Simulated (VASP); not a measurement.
A run of VASP 6.6.1 is set up as follows.

The input INCAR:

```
PREC     = Accurate       # precision mode
ENCUT    = 520            # plane-wave cutoff, eV
EDIFF    = 1E-6           # SCF threshold, eV
ISMEAR   = 0              # smearing method
SIGMA    = 0.15           # smearing width, eV
LREAL    = F              # projectors in reciprocal space
LASPH    = T              # aspherical terms in the spheres
NELM     = 60             # most SCF steps
ALGO     = Normal         # electronic algorithm
ISIF     = 2              # what is computed and relaxed
LWAVE    = F              # write WAVECAR
LCHARG   = T              # write CHGCAR
GGA      = PS             # functional
LELF     = T              # ELF
LVHAR    = T            
NBANDS   = 11             # bands
```

The input KPOINTS:

```
regular mesh
0
Gamma
  18 18 18
```

The input POSCAR:

```
Hf
1.0
   -1.7598750000      1.7598750000      1.8050000000
    1.7598750000     -1.7598750000      1.8050000000
    1.7598750000      1.7598750000     -1.8050000000
Hf
1
Direct
    0.0000000000      0.0000000000      0.0000000000
```

Potentials or basis: VASP PAW PBE potentials, release 64 (Hf_pv).

Command:

```sh
$ cat potpaw_PBE.64/Hf_pv/POTCAR > POTCAR
$ mpirun -np 1 vasp_std > vasp.out
```

Question: Predict the pressure.

Answer: -5.1 GPa.

Question: Predict the band gap on the k mesh.

Answer: Zero (band 5 reaches 5.85 eV, above the bottom of band 6 at 3.73 eV).

Stress tensor (GPa, compression positive):
```
-5.47  0.00  0.00
 0.00 -5.47  0.00
 0.00  0.00 -4.45
```

Caveat: the cell differs from its parent crystal (strain -0.025 along x and y, +0.000 along z); the PAW data sets were made with another functional, which shifts forces and pressure a little; spin-orbit coupling is left out, which moves the levels of the heavy elements.
